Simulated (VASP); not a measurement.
Here is a VASP 6.6.1 calculation.

Contents of INCAR:

```
SYSTEM = Sn4HO8
ALGO = Normal
EDIFF = 1E-7
ENCUT = 520
GGA = PE
ISIF = 2
ISMEAR = 0
LASPH = .True.
LCHARG = .False.
LREAL = Auto
LWAVE = .False.
NBANDS = 124
NELM = 80
PREC = Accurate
SIGMA = 0.05
```

The input KPOINTS:

```
k-points
0
Gamma
  2 2 1
  0 0 0
```

Contents of POSCAR:

```
Sn4HO8
1.0
    6.7005440000      0.0000000000      0.0000000000
    0.0000000000      6.3730000000      0.0000000000
    0.0000000000      0.0000000000     18.4039890000
Sn O H
8 16 2
Direct
    0.0000000000      0.0000000000      0.0543359921
    0.5000000000      0.2500000000      0.0543359921
    0.5100347076     -0.0012033579      0.2509015301
    0.0064336567      0.2430440923      0.2417428635
    0.0000000000      0.5000000000      0.0543359921
    0.5000000000      0.7500000000      0.0543359921
    0.5122170677      0.5014340185      0.2489513551
    0.0051509251      0.7550404833      0.2406785833
    0.0138929018      0.0014203672      0.1623598558
    0.1934999606      0.2500000000      0.0543359921
    0.5000000000      0.0000000000      0.1247857190
    0.8065000394      0.2500000000      0.0543359921
    0.5403479180     -0.0451413777      0.3569712523
    0.7003389576      0.2499720697      0.2305509420
    0.9974866220     -0.0022353680      0.3100357754
    0.3146896730      0.2531624039      0.2422979062
    0.0108180769      0.4975909305      0.1657990558
    0.1934999606      0.7500000000      0.0543359921
    0.5000000000      0.5000000000      0.1247857190
    0.8065000394      0.7500000000      0.0543359921
    0.5854590314      0.5113783148      0.3548413336
    0.7018697288      0.7498321042      0.2248037640
    1.0109473201      0.4993500706      0.3141319526
    0.3120304859      0.7460150635      0.2371802113
    0.5831642923      0.6609617135      0.3694909294
    0.9007650722      0.4963685862      0.3497262468
```

Potentials or basis: VASP PAW PBE potentials, release 64 (Sn_d, O, H).

Command:

```sh
$ cat potpaw_PBE.64/Sn_d/POTCAR potpaw_PBE.64/O/POTCAR potpaw_PBE.64/H/POTCAR > POTCAR
$ mpirun -np 1 vasp_std > vasp.out
```

(1) What does it give for the largest force?

(2) Predict the band gap on the k mesh.

Answers

(1) 2.950 eV/Å.

(2) zero (band 105 reaches -1.06 eV, above the bottom of band 106 at -1.08 eV).

Caveat: the k points lie up to 0.49 Å⁻¹ apart; spin-orbit coupling is left out, which moves the levels of the heavy elements.
